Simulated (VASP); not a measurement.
# BN (Qingsongite) (F-43m) in VASP: a series of runs

Runs on BN (Qingsongite). Level: PBEsol. Tasks: single point, relaxation of cell and atoms.

Program: VASP 6.6.1. These are calculated values, not measurements. Logs are shortened: lines on timing, memory, paths and dates and some standing lists are left out, and cuts for length are marked.

## (1) The cell of the first run

The structure is cubic, space group F-43m (No. 216). The conventional cell has a = 3.606 Å, b = 3.606 Å, c = 3.606 Å, α = 90.00°, β = 90.00°, γ = 90.00°. Within 2.1 Å of B (site symmetry -43m) lie 4 N at 1.56 Å. N (site symmetry -43m) has 4 B at 1.56 Å within 2.1 Å.

## (2) Single point, PBEsol

The input, INCAR:

```
PREC = Accurate ; ENCUT = 600
EDIFF = 1E-6 ; ISMEAR = 0
SIGMA = 0.02 ; LREAL = F
LASPH = T ; NELM = 120
ALGO = Normal ; ISIF = 2
LWAVE = F ; LCHARG = F
GGA = PS ; NBANDS = 11
GGA_COMPAT = F
```

The input, KPOINTS:

```
regular mesh
0
Gamma
  12 12 12
```

The input, POSCAR:

```
BN
1.0
    0.0000000000      1.8028428704      1.8028428704
    1.8028428704      0.0000000000      1.8028428704
    1.8028428704      1.8028428704      0.0000000000
B N
1 1
Direct
    0.0000000000      0.0000000000      0.0000000000
    0.2500000000      0.2500000000      0.2500000000
```

Potentials or basis: VASP PAW PBE potentials, release 64 (B, N).

Started as:

```bash
> cat potpaw_PBE.64/B/POTCAR potpaw_PBE.64/N/POTCAR > POTCAR
> mpirun -np 1 vasp_std > vasp.out
```

OUTCAR:

```text
PREC = Accurate
   ENCUT = 600
   EDIFF = 1E-6
   ISMEAR = 0
   LREAL = F
   LASPH = T
   NELM = 120
   ISIF = 2
   GGA = PS

 ion  position               nearest neighbor table
   1  0.000  0.000  0.000-   2 1.56   2 1.56   2 1.56   2 1.56
   2  0.250  0.250  0.250-   1 1.56   1 1.56   1 1.56   1 1.56

  LATTYP: Found a face centered cubic cell.
 ALAT       =     3.6056857408

  Lattice vectors:

 A1 = (   0.0000000000,   1.8028428704,   1.8028428704)
 A2 = (   1.8028428704,   0.0000000000,   1.8028428704)
 A3 = (   1.8028428704,   1.8028428704,   0.0000000000)

Analysis of symmetry for initial positions (statically):
=====================================================================
 Subroutine PRICEL returns:
 Original cell was already a primitive cell.

 Routine SETGRP: Setting up the symmetry group for a
 face centered cubic supercell.

 Subroutine GETGRP returns: Found 24 space group operations
 (whereof 24 operations were pure point group operations)
 out of a pool of 48 trial point group operations.

The static configuration has the point symmetry T_d .

Analysis of symmetry for dynamics (positions and initial velocities):
=====================================================================
 Subroutine PRICEL returns:
 Original cell was already a primitive cell.

 Routine SETGRP: Setting up the symmetry group for a
 face centered cubic supercell.

 Subroutine GETGRP returns: Found 24 space group operations
 (whereof 24 operations were pure point group operations)
 out of a pool of 48 trial point group operations.

The dynamic configuration has the point symmetry T_d .

 Subroutine INISYM returns: Found 24 space group operations
 (whereof 24 operations are pure point group operations),
 and found     1 'primitive' translations

----------------------------------------------------------------------------------------

                                     Primitive cell

  volume of cell :      11.7194

  direct lattice vectors                    reciprocal lattice vectors
     0.000000000  1.802842870  1.802842870    -0.277339755  0.277339755  0.277339755
     1.802842870  0.000000000  1.802842870     0.277339755 -0.277339755  0.277339755
     1.802842870  1.802842870  0.000000000     0.277339755  0.277339755 -0.277339755

  length of vectors
     2.549604838  2.549604838  2.549604838     0.480366547  0.480366547  0.480366547

  position of ions in fractional coordinates (direct lattice)
     0.000000000  0.000000000  0.000000000
     0.250000000  0.250000000  0.250000000

[... 79 lines left out ...]
   NSW    =      0    number of steps for IOM
   IBRION =     -1    ionic relax: 0-MD 1-quasi-New 2-CG
   NFREE  =      0    steps in history (QN), initial steepest desc. (CG)
   ISIF   =      2    stress and relaxation
   ISYM   =      2    0-nonsym 1-usesym 2-fastsym
   POTIM  = 0.5000    time-step for ionic-motion
   TEBEG  =    0.0;   TEEND  =   0.0 temperature during run
   PSTRESS=    0.0 pullay stress
   NELECT =       8.0000    total number of electrons
   NUPDOWN=      -1.0000    fix difference up-down
   EMIN   =  10.00;   EMAX   =-10.00  energy-range for DOS
   EFERMI =   0.00;   METHOD = LEGACY
   ISMEAR =     0;   SIGMA  =   0.02  broadening in eV -4-tet -1-fermi 0-gaus
   EFERMI_NEDOS =   21; number of points for ismear=-14 and -15
   IALGO  =     38    algorithm
   IMIX   =      4    mixing-type and parameters
     AMIX     =   0.40;   BMIX     =  1.00
     AMIX_MAG =   1.60;   BMIX_MAG =  1.00
  volume/ion in A,a.u.               =       5.86        39.54
  Fermi-wavevector in a.u.,A,eV,Ry     =   1.441463  2.723971 28.270413  2.077817
  Thomas-Fermi vector in A             =   2.560093
   LORBIT       =      0    0 simple, 1 ext, 2 COOP (PROOUT), +10 PAW based schemes
   GGA     = PS    functional components
   LHFCALC =     F    Hartree Fock is set to
   AEXX    =    0.0000 exact exchange contribution
   IVDW    =     0    specifies the selected vdW correction
   LEPSILON=     F    determine dielectric tensor
   LRPA    =     F    only Hartree local field effects (RPA)
 non-spin polarized calculation
 Gauss-broadening in eV      SIGMA  =   0.02
  energy-cutoff  :      600.00
  volume of cell :       11.72
 maximum number of plane-waves:       399
   NGX = 11   NGY = 11   NGZ = 11

 number of electron       7.9999999 magnetization

 Free energy of the ion-electron system (eV)
  ---------------------------------------------------
  ext. energy  EPLUGINS =         0.00000000
  ---------------------------------------------------
  free energy    TOTEN  =       -18.35071409 eV

  energy without entropy =      -18.35071409  energy(sigma->0) =      -18.35071409

 E-fermi :   7.6772     XC(G=0): -13.0541

 val. band max:        7.4582963295   @ k =   0.0000   0.0000   0.0000
 cond. band min:      11.7429536600   @ k =   0.5000   0.5000   0.0000
 fundamental gap:      4.2846573305
 Fermi energy:         7.6771802089

 k-point     1 :       0.0000    0.0000    0.0000
  band No.  band energies     occupation
      1     -12.8833      2.00000
      2       7.4583      2.00000
      3       7.4583      2.00000
      4       7.4583      2.00000
      5      16.2561      0.00000
      6      16.2561      0.00000
      7      16.2561      0.00000
      8      17.8516      0.00000
      9      32.1136      0.00000
     10      35.2412      0.00000
     11      35.2412      0.00000
[... 309 lines left out ...]
 k-point    24 :      -0.4167    0.1667    0.0000
  band No.  band energies     occupation
      1      -8.2094      2.00000
      2      -2.6889      2.00000
      3       3.2834      2.00000
      4       4.8545      2.00000
      5      16.6793      0.00000
      6      19.6892      0.00000
      7      19.6912      0.00000
      8      23.1576      0.00000
      9      28.3991      0.00000
     10      32.7402      0.00000
     11      34.1712      0.00000

 [... further k-points ...]
[... 5 lines left out ...]
  --------------------------------------------------------------------------------------
  -------------------------------------------------------------------------------------
  Total        0.0241156      0.0241156      0.0241156     -0.0000000      0.0000000     -0.0000000
  in kB        3.2968968      3.2968968      3.2968968     -0.0000000      0.0000000     -0.0000000
  external PRESSURE =       3.2968968 kB  Pullay stress =       0.0000000 kB

 VOLUME and BASIS-vectors are now :
 -----------------------------------------------------------------------------
  energy-cutoff  :      600.00
  volume of cell :       11.72
      direct lattice vectors                 reciprocal lattice vectors
     0.000000000  1.802842870  1.802842870    -0.277339755  0.277339755  0.277339755
     1.802842870  0.000000000  1.802842870     0.277339755 -0.277339755  0.277339755
     1.802842870  1.802842870  0.000000000     0.277339755  0.277339755 -0.277339755

 POSITION                                       TOTAL-FORCE (eV/Angst)
 -----------------------------------------------------------------------------------
      0.00000      0.00000      0.00000         0.000000      0.000000      0.000000
      0.90142      0.90142      0.90142        -0.000000     -0.000000     -0.000000
 -----------------------------------------------------------------------------------
    total drift:                                0.000000      0.000000      0.000000

  FREE ENERGIE OF THE ION-ELECTRON SYSTEM (eV)
  ---------------------------------------------------
  free  energy   TOTEN  =       -18.3507140923 eV

  energy  without entropy=      -18.3507140923  energy(sigma->0) =      -18.35071409
```

OSZICAR:

```text
N       E                     dE             d eps       ncg     rms          rms(c)
DAV:   1     0.152743856331E+02    0.15274E+02   -0.53698E+03  1600   0.808E+02
DAV:   2    -0.186467125733E+02   -0.33921E+02   -0.32983E+02  1979   0.195E+02
DAV:   3    -0.193075546917E+02   -0.66084E+00   -0.65972E+00  1881   0.219E+01
DAV:   4    -0.193084167323E+02   -0.86204E-03   -0.86202E-03  1716   0.907E-01
DAV:   5    -0.193084174985E+02   -0.76620E-06   -0.76622E-06  1848   0.271E-02    0.658E+00
DAV:   6    -0.184570553581E+02    0.85136E+00   -0.26693E+00  1709   0.987E+00    0.325E+00
DAV:   7    -0.183713397516E+02    0.85716E-01   -0.10197E-01  1809   0.257E+00    0.187E+00
DAV:   8    -0.183506919424E+02    0.20648E-01   -0.33111E-02  1770   0.126E+00    0.182E-01
DAV:   9    -0.183506921514E+02   -0.20893E-06   -0.83680E-04  1710   0.252E-01    0.803E-02
DAV:  10    -0.183507121606E+02   -0.20009E-04   -0.63832E-05  1752   0.765E-02    0.134E-02
DAV:  11    -0.183507140106E+02   -0.18500E-05   -0.40208E-06  1798   0.157E-02    0.832E-03
DAV:  12    -0.183507140923E+02   -0.81763E-07   -0.94345E-07   852   0.694E-03
   1 F= -.18350714E+02 E0= -.18350714E+02  d E =-.187944E-56
```

Wall time 6.1 s (1 thread of Intel Xeon Platinum 8488C (Sapphire Rapids), shared host); peak memory 0.12 GiB.

What came out:

```yaml
Free_energy: -18.3507 eV
Pressure: 0.3 GPa
Band_gap_on_the_k_mesh: 4.28 eV, indirect (least direct gap 8.80 eV)
```

Caveat: the PAW data sets were made with another functional, which shifts forces and pressure a little. A k mesh can miss the band edges.

## (3) Relaxation of cell and atoms, PBEsol

This run uses another cell than the first one, of 5.95 Å³/atom, 1.016 times its volume.

The input, INCAR:

```
ALGO = Normal
EDIFF = 1E-7
EDIFFG = -0.005
ENCUT = 600
GGA = PS
GGA_COMPAT = F
IBRION = 2
ISIF = 3
ISMEAR = 0
LASPH = T
LCHARG = F
LREAL = F
LWAVE = F
NELM = 120
NELMIN = 4
NSW = 70
PREC = Accurate
SIGMA = 0.02
```

The input, KPOINTS:

```
k-points
0
Gamma
  12 12 12
```

The input, POSCAR:

```
BN
1.0
    0.0000000000      1.8123266330      1.8123266330
    1.8123266330      0.0000000000      1.8123266330
    1.8123266330      1.8123266330      0.0000000000
B N
1 1
Direct
    0.0000000000      0.0000000000      0.0000000000
    0.2500000000      0.2500000000      0.2500000000
```

Potentials or basis: VASP PAW PBE potentials, release 64 (B, N).

Started as:

```bash
> cat potpaw_PBE.64/B/POTCAR potpaw_PBE.64/N/POTCAR > POTCAR
> mpirun -np 1 vasp_std > vasp.out
```

It took 9.6 s on 1 thread of Intel Xeon Platinum 8488C (Sapphire Rapids), shared host; peak memory 0.12 GiB.

The run converged. Its results:

```
Free energy                            : -18.3514 eV
Relaxed volume                         : 5.86 Å³/atom
Relaxed cell                           : a = 2.550 Å, b = 2.550 Å, c = 2.550 Å, α = 60.00°, β = 60.00°, γ = 60.00°
Space group after relaxing (to 0.05 Å) : F-43m (No. 216)
Energy gained by relaxing              : 1.6 meV/atom
Ionic steps                            : 3
Pressure after relaxing                : 0.0 GPa
Band gap on the k mesh                 : 4.28 eV, indirect (least direct gap 8.79 eV)
```

The path:
```
step  energy change (eV)  largest force (eV/Å)  pressure (GPa)  volume (Å³)
   1              0.0000                0.0000           -5.63        11.91
   2              0.0003                0.0000            6.15        11.55
   3             -0.0031                0.0000           -0.01        11.73
```

Final structure:
```yaml
crystal:
  lattice:
    - [0.00000, 1.80333, 1.80333]
    - [1.80333, 0.00000, 1.80333]
    - [1.80333, 1.80333, 0.00000]
  atoms:
    - { symbol: B, position: [0.00000, 0.00000, 0.00000] }
    - { symbol: N, position: [0.25000, 0.25000, 0.25000] }
```

Levels at points of the mesh, in eV from the valence-band top:
| k point | band 1 | band 2 | band 3 | band 4 | band 5 | band 6 | band 7 | band 8 |
| --- | --- | --- | --- | --- | --- | --- | --- | --- |
| (0.00, 0.00, 0.00) | -20.33 | 0.00 | 0.00 | 0.00 | 8.79 | 8.79 | 8.79 | 10.38 |
| (0.50, 0.00, 0.00) | -16.03 | -10.84 | -1.96 | -1.96 | 10.18 | 10.66 | 10.66 | 15.15 |
| (0.50, 0.50, 0.00) | -14.64 | -9.01 | -4.97 | -4.97 | 4.28 | 9.13 | 17.98 | 17.98 |

Caveat: the PAW data sets were made with another functional, which shifts forces and pressure a little. A k mesh can miss the band edges.
